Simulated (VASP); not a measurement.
Sn, 2 atoms in the cell. It takes space group I4_1/amd (No. 141, tetragonal). Conventional cell: a = 5.651 Å, b = 5.651 Å, c = 3.043 Å, α = 90.00°, β = 90.00°, γ = 90.00°. Sn (site symmetry -4m2) has 10 Sn at 2.93 to 3.63 Å within 3.9 Å. 

| Quantity | Value |
| --- | --- |
| Program | VASP 6.6.1 |
| Task | vibrations by perturbation theory |
| Functional | PBE |
| Potentials or basis | VASP PAW PBE potentials, release 64 (Sn_d) |
| Cutoff | 520 eV |
| k mesh | 16 × 16 × 16 |
| Occupations | fermi-dirac, width 0.1 eV |
| Spin | no spin polarisation |
| Dipole correction | no |
| Further INCAR settings | ALGO = Normal; EDIFF = 1e-08; IBRION = 8; NSW = 1 |

Potentials or basis: VASP PAW PBE potentials, release 64 (Sn_d).

Command:

```sh
$ cat potpaw_PBE.64/Sn_d/POTCAR > POTCAR
$ mpirun -np 1 vasp_std > vasp.out
```

Hardware: 1 thread of Oxide Virtual Turin-like Processor, on a shared host.

**Question.** How long does it take, and how much memory?

**Answer.** Run time: 46 min on 1 thread of Oxide Virtual Turin-like Processor, on a shared host, peak memory 1.6 GiB. Counts: scf iterations 44, k points 349.
